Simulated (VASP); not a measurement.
A run of VASP 6.6.1:

File INCAR:

```
SYSTEM = Rb
PREC = Accurate
ENCUT = 520
EDIFF = 1E-8
ISMEAR = -1
SIGMA = 0.05
LREAL = .FALSE.
LASPH = .TRUE.
NELM = 100
ALGO = Normal
ISIF = 2
LWAVE = .FALSE.
LCHARG = .FALSE.
GGA = PE
LEFG = .TRUE.
NBANDS = 10
```

Contents of KPOINTS:

```
regular mesh
0
G
  8 8 8
  0 0 0
```

Contents of POSCAR:

```
Rb
1.0
   -2.8610335797      2.8610335797      2.8610335797
    2.8610335797     -2.8610335797      2.8610335797
    2.8610335797      2.8610335797     -2.8610335797
Rb
1
Direct
    0.0000000000      0.0000000000      0.0000000000
```

Potentials or basis: VASP PAW PBE potentials, release 64 (Rb_sv).

Launch:

```sh
$ cat potpaw_PBE.64/Rb_sv/POTCAR > POTCAR
$ mpirun -np 1 vasp_std > vasp.out
```

Hardware: 1 thread of Intel(R) Xeon(R) Platinum 8488C (Sapphire Rapids) (shared host).

**Question.** Estimate the wall time of this run.

**Answer.** It took 17 s on 1 thread of Intel(R) Xeon(R) Platinum 8488C (Sapphire Rapids), with other jobs on the host, peak memory 0.23 GiB. Counts: scf iterations 12, k points 29.
